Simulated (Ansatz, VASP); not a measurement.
**TaC in VASP and in Ansatz**

```
CELL_PARAMETERS angstrom
0.00000 2.22226 2.22226
2.22226 0.00000 2.22226
2.22226 2.22226 0.00000
ATOMIC_POSITIONS crystal
Ta 0.00000 0.00000 0.00000
C 0.50000 0.50000 0.50000
```

Alike in both runs: functional PBE; dispersion D3(BJ); k mesh 13 × 13 × 13; occupations fermi-dirac, width 0.1 eV; no spin polarisation.

Ansatz relaxed the structure, and its values are those at the end. VASP's run is a single point on that final structure, the one shown.

|  | VASP | Ansatz |
| --- | --- | --- |
| version | VASP 6.6.1 | Ansatz 0.2.0 |
| potentials or method | VASP PAW PBE potentials, release 64 (Ta_pv, C), cutoff 600 eV | plane waves, PAW |
| valence electrons in the cell | 15 | 17 |

|  | VASP | Ansatz | Ansatz less VASP |
| --- | --- | --- | --- |
| pressure (GPa) | 0.7 | 0.0 | -0.67 |

VASP's potentials hold 15 valence electrons a cell and Ansatz's 17, so a difference there can come from the potentials and not from the codes.

Neither program's run includes spin-orbit coupling.
